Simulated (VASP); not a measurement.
# H in VASP: further runs

The runs below take H through single point, with PBE+D3(BJ).

Everything below comes from runs of VASP 6.6.1. Logs are shortened: lines on timing, memory, paths and dates and some standing lists are left out, and cuts for length are marked.

## (1) The cell of the first run

The cell holds an amorphous packing of atoms, 20 atoms: a = 6.214 Å, b = 6.214 Å, c = 6.214 Å, α = 90.00°, β = 90.00°, γ = 90.00°.

## (2) Single point, PBE+D3(BJ)

INCAR reads:

```
PREC = Accurate
ENCUT = 400
EDIFF = 1E-6
ISMEAR = -1
SIGMA = 0.02
LREAL = F
LASPH = T
NELM = 120
ALGO = Normal
ISIF = 2
LWAVE = F
LCHARG = F
GGA = PE
IVDW = 12
NBANDS = 26
GGA_COMPAT = F
```

KPOINTS reads:

```
regular mesh
0
Gamma
  1 1 1
```

POSCAR reads:

```
H
1.0
    6.2144650000      0.0000000000      0.0000000000
    0.0000000000      6.2144650000      0.0000000000
    0.0000000000      0.0000000000      6.2144650000
H
20
Direct
    0.5995367260      0.1863233601      0.7636377387
    0.6214372436      0.2929616628      0.6956672859
    0.9127736660      0.1872566665      0.3679801882
    0.8323966745      0.2627740280      0.3866945908
    0.5080083322     -0.0055676555     -0.0867009469
    0.3964943080     -0.0233165687     -0.0397942542
    0.2868147137      0.4983051638      0.2247659292
    0.3793729629      0.4360632814      0.1623953148
    0.0811815659      0.7729868943      0.1870957516
    0.0623223399      0.7565735747      0.3022142695
    0.6041067091      0.6569511615      0.5538690780
    0.6355494801      0.7476749809      0.4852388741
    0.0973535131      0.4654946162      0.7595505003
    0.0631269144      0.5507473290      0.8320909362
    0.6494042528      0.4775310505      0.9470163562
    0.7129978204      0.5830268575      0.9671950844
    0.3206229338      0.9479013881      0.5301502221
    0.2084652500      0.9071577360      0.5239389070
    0.8761011608      0.9308926834      0.8138431868
    0.9501541967      0.9989918682      0.8803814970
```

Potentials or basis: VASP PAW PBE potentials, release 64 (H).

On the command line:

```console
cat potpaw_PBE.64/H/POTCAR > POTCAR
mpirun -np 1 vasp_gam > vasp.out
```

OUTCAR:

```text
PREC = Accurate
   ENCUT = 400
   EDIFF = 1E-6
   ISMEAR = -1
   LREAL = F
   LASPH = T
   NELM = 120
   ISIF = 2
   GGA = PE
   IVDW = 12
 IVDW          = 12

 ion  position               nearest neighbor table
   1  0.600  0.186  0.764-   2 0.80
   2  0.621  0.293  0.696-   1 0.80
   3  0.913  0.187  0.368-   4 0.70
   4  0.832  0.263  0.387-   3 0.70
   5  0.508  0.994  0.913-   6 0.76
   6  0.396  0.977  0.960-   5 0.76
[... 12 lines left out ...]
  19  0.876  0.931  0.814-  20 0.75
  20  0.950  0.999  0.880-  19 0.75

  LATTYP: Found a simple cubic cell.
 ALAT       =     6.2144650000

  Lattice vectors:

 A1 = (   6.2144650000,   0.0000000000,   0.0000000000)
 A2 = (   0.0000000000,   6.2144650000,   0.0000000000)
 A3 = (   0.0000000000,   0.0000000000,   6.2144650000)

Analysis of symmetry for initial positions (statically):
=====================================================================
 Subroutine PRICEL returns:
 Original cell was already a primitive cell.

 Routine SETGRP: Setting up the symmetry group for a
 simple cubic supercell.

 Subroutine GETGRP returns: Found  1 space group operations
 (whereof  1 operations were pure point group operations)
 out of a pool of 48 trial point group operations.

The static configuration has the point symmetry C_1 .

Analysis of symmetry for dynamics (positions and initial velocities):
=====================================================================
 Subroutine PRICEL returns:
 Original cell was already a primitive cell.

 Routine SETGRP: Setting up the symmetry group for a
 simple cubic supercell.

 Subroutine GETGRP returns: Found  1 space group operations
 (whereof  1 operations were pure point group operations)
 out of a pool of 48 trial point group operations.

The dynamic configuration has the point symmetry C_1 .

 Subroutine INISYM returns: Found  1 space group operations
 (whereof  1 operations are pure point group operations),
 and found     1 'primitive' translations

----------------------------------------------------------------------------------------

                                     Primitive cell

  volume of cell :     240.0000

  direct lattice vectors                    reciprocal lattice vectors
     6.214465000  0.000000000  0.000000000     0.160914898  0.000000000  0.000000000
     0.000000000  6.214465000  0.000000000     0.000000000  0.160914898  0.000000000
     0.000000000  0.000000000  6.214465000     0.000000000  0.000000000  0.160914898

  length of vectors
     6.214465000  6.214465000  6.214465000     0.160914898  0.160914898  0.160914898

  position of ions in fractional coordinates (direct lattice)
     0.599536726  0.186323360  0.763637739
     0.621437244  0.292961663  0.695667286
     0.912773666  0.187256666  0.367980188
     0.832396675  0.262774028  0.386694591
     0.508008332  0.994432344  0.913299053
     0.396494308  0.976683431  0.960205746
[... 12 lines left out ...]
     0.876101161  0.930892683  0.813843187
     0.950154197  0.998991868  0.880381497

  ion indices of the primitive-cell ions
   primitive index   ion index
                 1           1
                 2           2
                 3           3
                 4           4
                 5           5
                 6           6
[... 12 lines left out ...]
                19          19
                20          20

----------------------------------------------------------------------------------------

 KPOINTS: regular mesh

Automatic generation of k-mesh.
 Grid dimensions read from file:
 generate k-points for:    1    1    1

 Generating k-lattice:

  Cartesian coordinates                     Fractional coordinates (reciprocal lattice)
     0.160914898  0.000000000  0.000000000     1.000000000  0.000000000  0.000000000
     0.000000000  0.160914898  0.000000000     0.000000000  1.000000000  0.000000000
     0.000000000  0.000000000  0.160914898     0.000000000  0.000000000  1.000000000

  Length of vectors
     0.160914898  0.160914898  0.160914898

  Shift w.r.t. Gamma in fractional coordinates (k-lattice)
     0.000000000  0.000000000  0.000000000

 Subroutine IBZKPT returns following result:
 ===========================================

 Found      1 irreducible k-points:

 Following reciprocal coordinates:
            Coordinates               Weight
  0.000000  0.000000  0.000000      1.000000
   k-points           NKPTS =      1   k-points in BZ     NKDIM =      1   number of bands    NBANDS=     26
   number of dos      NEDOS =    301   number of ions     NIONS =     20
   total plane-waves  NPLWV =  74088
   dimension x,y,z NGX =    42 NGY =   42 NGZ =   42
   dimension x,y,z NGXF=    84 NGYF=   84 NGZF=   84
   ions per type =              20
   NGX,Y,Z   is equivalent  to a cutoff of  11.24, 11.24, 11.24 a.u.
   NGXF,Y,Z  is equivalent  to a cutoff of  22.47, 22.47, 22.47 a.u.
 SYSTEM =  unknown system
   PREC   = accura    normal or accurate (medium, high low for compatibility)
   ISTART =      0    job   : 0-new  1-cont  2-samecut
   ICHARG =      2    charge: 1-file 2-atom 10-const
   ISPIN  =      1    spin polarized calculation?
   LNONCOLLINEAR =      F non collinear calculations
   LSORBIT =      F    spin-orbit coupling
   LASPH  =      T    aspherical Exc in radial PAW
   ENCUT  =  400.0 eV  29.40 Ry    5.42 a.u.  10.13 10.13 10.13*2*pi/ulx,y,z
   NELM   =    120;   NELMIN=  2; NELMDL= -5     # of ELM steps
   EDIFF  = 0.1E-05   stopping-criterion for ELM
   LREAL  =      F    real-space projection
   EDIFFG = 0.1E-04   stopping-criterion for IOM
   NSW    =      0    number of steps for IOM
   IBRION =     -1    ionic relax: 0-MD 1-quasi-New 2-CG
   NFREE  =      0    steps in history (QN), initial steepest desc. (CG)
   ISIF   =      2    stress and relaxation
   ISYM   =      2    0-nonsym 1-usesym 2-fastsym
   POTIM  = 0.5000    time-step for ionic-motion
   TEBEG  =    0.0;   TEEND  =   0.0 temperature during run
   PSTRESS=    0.0 pullay stress
   NELECT =      20.0000    total number of electrons
   NUPDOWN=      -1.0000    fix difference up-down
   EMIN   =  10.00;   EMAX   =-10.00  energy-range for DOS
   EFERMI =   0.00;   METHOD = LEGACY
   ISMEAR =    -1;   SIGMA  =   0.02  broadening in eV -4-tet -1-fermi 0-gaus
   EFERMI_NEDOS =   21; number of points for ismear=-14 and -15
   IALGO  =     38    algorithm
   IMIX   =      4    mixing-type and parameters
     AMIX     =   0.40;   BMIX     =  1.00
     AMIX_MAG =   1.60;   BMIX_MAG =  1.00
  volume/ion in A,a.u.               =      12.00        80.98
  Fermi-wavevector in a.u.,A,eV,Ry     =   0.715069  1.351284  6.956975  0.511323
  Thomas-Fermi vector in A             =   1.803133
   LORBIT       =      0    0 simple, 1 ext, 2 COOP (PROOUT), +10 PAW based schemes
   GGA     = PE    functional components
   LHFCALC =     F    Hartree Fock is set to
   AEXX    =    0.0000 exact exchange contribution
   IVDW    =    12    specifies the selected vdW correction
   LEPSILON=     F    determine dielectric tensor
   LRPA    =     F    only Hartree local field effects (RPA)
 non-spin polarized calculation
  energy-cutoff  :      400.00
  volume of cell :      240.00
 maximum number of plane-waves:      2193
 NGX is ok and might be reduce to    42
   NGX = 21   NGY = 21   NGZ = 21

 number of electron      20.0000000 magnetization

 Free energy of the ion-electron system (eV)
  ---------------------------------------------------
  ext. energy  EPLUGINS =         0.00000000
  ---------------------------------------------------
  free energy    TOTEN  =       -66.94177815 eV

  energy without entropy =      -66.94177815  energy(sigma->0) =      -66.94177815

 E-fermi :  -7.2533     XC(G=0):  -5.2105

 val. band max:       -7.7648370869   @ k =   0.0000   0.0000   0.0000
 cond. band min:       0.5711294549   @ k =   0.0000   0.0000   0.0000
 fundamental gap:      8.3359665418
 Fermi energy:        -7.2532510232

 k-point     1 :       0.0000    0.0000    0.0000
  band No.  band energies     occupation
      1     -10.9032      2.00000
      2      -9.8236      2.00000
      3      -9.2907      2.00000
      4      -9.2067      2.00000
      5      -9.1091      2.00000
      6      -8.9962      2.00000
[... 14 lines left out ...]
     21       4.2478      0.00000
     22       4.7547      0.00000
 [bands above 22 left out]

------------------------ aborting loop because EDIFF is reached ----------------------------------------

 Edisp (eV)   -0.38234

 E8    (eV) :    -0.0679

  FORCE on cell =-STRESS in cart. coord.  units (eV):
  Direction    XX          YY          ZZ          XY          YZ          ZX
  --------------------------------------------------------------------------------------
  -------------------------------------------------------------------------------------
  Total       0.44073     0.16269     0.47276    -0.80800     0.40505    -0.06171
  in kB       2.94218     1.08606     3.15600    -5.39399     2.70401    -0.41194
  external pressure =        2.39 kB  Pullay stress =        0.00 kB

 VOLUME and BASIS-vectors are now :
 -----------------------------------------------------------------------------
  energy-cutoff  :      400.00
  volume of cell :      240.00
      direct lattice vectors                 reciprocal lattice vectors
     6.214465000  0.000000000  0.000000000     0.160914898  0.000000000  0.000000000
     0.000000000  6.214465000  0.000000000     0.000000000  0.160914898  0.000000000
     0.000000000  0.000000000  6.214465000     0.000000000  0.000000000  0.160914898

 POSITION                                       TOTAL-FORCE (eV/Angst)
 -----------------------------------------------------------------------------------
      3.72580      1.15790      4.74560         0.228653      1.231665     -0.882039
      3.86190      1.82060      4.32320        -0.196593     -1.085464      0.583514
      5.67240      1.16370      2.28680         1.629997     -1.497809     -0.399150
      5.17290      1.63300      2.40310        -1.591355      1.505550      0.340726
      3.15700      6.17986      5.67567        -0.437886     -0.227208      0.305682
      2.46400      6.06956      5.96717         0.292702     -0.064084     -0.028237
[... 12 lines left out ...]
      5.44450      5.78500      5.05760         0.070035      0.004136      0.009540
      5.90470      6.20820      5.47110        -0.061024     -0.035726     -0.042126
 -----------------------------------------------------------------------------------
    total drift:                                0.000189     -0.000146      0.000626

  FREE ENERGIE OF THE ION-ELECTRON SYSTEM (eV)
  ---------------------------------------------------
  free  energy   TOTEN  =       -67.3241137620 eV

  energy  without entropy=      -67.3241137620  energy(sigma->0) =      -67.32411376
```

Run time: 7.4 s. Hardware: 1 thread of Intel Xeon 6975P-C (Granite Rapids), shared host; peak memory 0.24 GiB.

What came out:

- Free energy: -67.3241 eV
- Pressure: 0.2 GPa
- Largest force: 2.249 eV/Å
- Band gap on the k mesh: 8.34 eV
- Dispersion energy per atom: -0.019 eV

Forces on the atoms (eV/Å):
```
H    0.229  1.232 -0.882
H   -0.197 -1.085  0.584
H    1.630 -1.498 -0.399
H   -1.591  1.506  0.341
H   -0.438 -0.227  0.306
H    0.293 -0.064 -0.028
H    0.959 -0.698 -0.602
H   -0.889  0.561  0.647
H   -0.024  0.073 -0.629
H   -0.208 -0.090  0.466
H   -0.116 -0.420  0.324
H    0.195  0.391 -0.347
H    0.255 -0.560 -0.511
H   -0.190  0.529  0.440
H    0.476  0.801  0.187
H   -0.421 -0.596 -0.035
H    0.168  0.133  0.083
H   -0.139  0.043  0.089
H    0.070  0.004  0.010
H   -0.061 -0.036 -0.042
```

Stress tensor (GPa, compression positive):
```
 0.29 -0.54 -0.04
-0.54  0.11  0.27
-0.04  0.27  0.32
```

Levels at points of the mesh, in eV from the valence-band top:
```csv
k point,band 6,band 7,band 8,band 9,band 10,band 11,band 12,band 13,band 14,band 15
"(0.00, 0.00, 0.00)",-1.23,-0.89,-0.59,-0.33,0.00,8.34,8.82,9.10,9.97,10.15
```

Caveat: the k points lie up to 1.01 Å⁻¹ apart.

## (3) Single point, PBE+D3(BJ)

INCAR reads:

```
SYSTEM = H
PREC = Accurate ; ENCUT = 400
EDIFF = 1E-6 ; ISMEAR = -1
SIGMA = 0.02 ; LREAL = .FALSE.
LASPH = .TRUE. ; NELM = 120
ALGO = Normal ; ISIF = 2
LWAVE = .FALSE. ; LCHARG = .TRUE.
GGA = PE ; IVDW = 12
LELF = .TRUE. ; LVHAR = .TRUE.
NBANDS = 26 ; GGA_COMPAT = .FALSE.
```

KPOINTS reads:

```
regular mesh
0
G
  1 1 1
  0 0 0
```

POSCAR reads:

```
H
1.0
    6.2144650000      0.0000000000      0.0000000000
    0.0000000000      6.2144650000      0.0000000000
    0.0000000000      0.0000000000      6.2144650000
H
20
Direct
    0.5267388263      0.2128743182      0.7216872249
    0.5203987793      0.3024556418      0.6290002438
    0.8624073030      0.3633780221      0.3896393334
    0.9058382339      0.2648820132      0.3614148603
    0.3435372152     -0.2604085790      0.0598764335
    0.3046440844     -0.1731444300     -0.0118594280
    0.5037119044      0.3790350416      0.3111289548
    0.4359184580      0.4496605903      0.2268256399
   -0.0280313752      0.6991269562      0.3932760101
    0.0200017218      0.7092806863      0.2894537181
    0.6832285643      0.8715794521      0.5121599365
    0.6553581040      0.7633480919      0.5351224924
    0.1012798366      0.4165282128      0.7507484554
    0.1837165388      0.3348478107      0.7841865712
    0.6703553725      0.5471106523      0.8229348785
    0.7686100091      0.5789557106      0.8953787655
    0.1870152942      1.0607992804      0.4695496716
    0.2894537181      1.0406205522      0.4214843917
    0.9807441188      1.0594475952      0.8682324223
    0.8832618737      1.0103685514      0.8270060255
```

Potentials or basis: VASP PAW PBE potentials, release 64 (H).

On the command line:

```console
cat potpaw_PBE.64/H/POTCAR > POTCAR
mpirun -np 1 vasp_gam > vasp.out
```

Run time: 8.7 s. Hardware: 1 thread of Intel Xeon 6975P-C (Granite Rapids), shared host; peak memory 0.25 GiB.

The run converged. Its results:

```yaml
Free_energy: -67.3377 eV
Pressure: 0.6 GPa
Largest_force: 2.359 eV/Å
Band_gap_on_the_k_mesh: 8.62 eV
Dispersion_energy_per_atom: -0.019 eV
```

Forces in eV/Å, atoms in the order of the input:
```
H   -0.005  0.968 -1.050
H    0.081 -1.089  1.089
H   -0.906  1.984  0.590
H    0.891 -2.108 -0.574
H    0.101 -0.161  0.141
H   -0.090  0.201 -0.178
H   -0.793  0.815 -1.020
H    0.751 -0.772  0.954
H   -0.462 -0.092  1.111
H    0.614  0.115 -1.208
H    0.295  1.483 -0.304
H   -0.450 -1.382  0.323
H    0.048 -0.006  0.040
H   -0.037  0.139 -0.035
H    0.841  0.252  0.663
H   -0.771 -0.234 -0.542
H   -1.191  0.224  0.535
H    1.166 -0.256 -0.576
H    0.699  0.352  0.337
H   -0.782 -0.434 -0.295
```

Stress tensor (GPa, compression positive):
```
 0.89  0.13 -1.06
 0.13  1.24  0.78
-1.06  0.78 -0.36
```

Levels at points of the mesh, in eV from the valence-band top:
| k point | band 8 | band 9 | band 10 | band 11 | band 12 | band 13 |
| --- | --- | --- | --- | --- | --- | --- |
| (0.00, 0.00, 0.00) | -0.28 | -0.15 | 0.00 | 8.62 | 9.49 | 9.76 |

Caveat: the k points lie up to 1.01 Å⁻¹ apart.

## (4) Single point, PBE+D3(BJ)

INCAR reads:

```
PREC = Accurate ; ENCUT = 400
EDIFF = 1E-6 ; ISMEAR = -1
SIGMA = 0.02 ; LREAL = False
LASPH = True ; NELM = 120
ALGO = Normal ; ISIF = 2
LWAVE = False ; LCHARG = False
GGA = PE ; IVDW = 12
NBANDS = 26 ; GGA_COMPAT = False
```

KPOINTS reads:

```
regular mesh
0
Gamma
  1 1 1
```

POSCAR reads:

```
H
1.0
    6.2144650000      0.0000000000      0.0000000000
    0.0000000000      6.2144650000      0.0000000000
    0.0000000000      0.0000000000      6.2144650000
H
20
Direct
    0.6575626381      0.1621056680      0.7714099283
    0.5628159463      0.0938133854      0.7231515505
    0.9420762688      0.3017476162      0.2433033254
    0.9221871875      0.3795660608      0.3224573636
    0.1148610540     -0.2563374321      0.0571247887
    0.2271313782     -0.2299312974      0.0812781148
    0.4163029319      0.4922386722      0.1889301814
    0.3115634250      0.5206401516      0.2577052087
    0.1960748029      0.6975660817      0.4888433679
    0.1720019342      0.6952328157      0.5996654579
    0.5808705979      0.7299904336      0.3588241305
    0.6236417777      0.8187510912      0.3026004652
    0.2391195380      0.3073957292      0.8491800984
    0.1452739697      0.3880945504      0.8429687833
    0.6039136112      0.6020630899      0.7249859803
    0.6785459408      0.6053940283      0.8210199913
    0.2409056934      1.0596246016      0.2859940478
    0.2919318075      1.1594079297      0.3095841718
    0.8933834208      1.0267657795      0.9841716061
    0.9779763825      1.0766011233      1.0440802225
```

On the command line:

```console
cat potpaw_PBE.64/H/POTCAR > POTCAR
mpirun -np 1 vasp_gam > vasp.out
```

It took 9.6 s on 1 thread of Intel Xeon 6975P-C (Granite Rapids), shared host; peak memory 0.25 GiB.

Results (log left out):

| Item | Value |
| --- | --- |
| Free energy | -67.2037 eV |
| Pressure | 1.1 GPa |
| Largest force | 2.048 eV/Å |
| Band gap on the k mesh | 8.47 eV |
| Dispersion energy per atom | -0.019 eV |

Forces in eV/Å, atoms in the order of the input:
```
H   -0.834 -0.595 -0.435
H    0.770  0.570  0.356
H    0.275 -1.208 -1.271
H   -0.395  1.432  1.410
H   -0.532 -0.061 -0.156
H    0.460  0.143  0.019
H   -1.116  0.113  0.797
H    1.245 -0.548 -0.744
H    0.345  0.063 -1.666
H   -0.390 -0.031  1.720
H   -0.562 -1.254  0.839
H    0.730  1.460 -0.809
H   -0.498  0.446 -0.047
H    0.520 -0.418  0.017
H    0.183  0.000  0.253
H   -0.151 -0.004 -0.199
H   -0.593 -1.345 -0.265
H    0.696  1.251  0.307
H   -1.024 -0.538 -0.703
H    0.871  0.522  0.577
```

Stress tensor (GPa, compression positive):
```
-0.04  0.41  0.26
 0.41  2.01  0.14
 0.26  0.14  1.23
```

Levels at points of the mesh, in eV from the valence-band top:
| k point | band 7 | band 8 | band 9 | band 10 | band 11 | band 12 | band 13 | band 14 |
| --- | --- | --- | --- | --- | --- | --- | --- | --- |
| (0.00, 0.00, 0.00) | -0.87 | -0.82 | -0.56 | 0.00 | 8.47 | 8.83 | 9.37 | 9.77 |

Caveat: the k points lie up to 1.01 Å⁻¹ apart.
